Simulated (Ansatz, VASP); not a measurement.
Ba in VASP and in Ansatz

```
Ba
1.0
     3.91772    0.00000    0.00000
     0.00000    3.91772    0.00000
     0.00000    0.00000    3.97648
Ba
1
Direct
  0.00000 0.00000 0.00000
```

Change from the starting cell: strain +0.000 along x and y, +0.015 along z, atoms carried along.

Alike in both runs: task single point; functional LDA; k mesh 12 × 12 × 12; occupations gaussian, width 0.15 eV; no spin polarisation.

```csv
,VASP,Ansatz
version,VASP 6.6.1,Ansatz 0.2.0
potentials or method,"VASP PAW LDA potentials, release 64 (Ba_sv), cutoff 520 eV","scalar-relativistic, plane waves, PAW"
valence electrons in the cell,10,10
```

|  | VASP | Ansatz | Ansatz less VASP |
| --- | --- | --- | --- |
| gap on the k mesh at the Fermi level (eV) | none | none | - |
| pressure (GPa) | -1.1 | -1.2 | -0.10 |
| traceless stress, the component that is largest in VASP (GPa) | -0.26 | -0.25 | +0.010 |

LDA's correlation is that of Perdew and Zunger in VASP and of Perdew and Wang (1992) in Ansatz. A gap of «none» marks a metal or a gap that the smearing closes.

Spin-orbit coupling is off throughout.
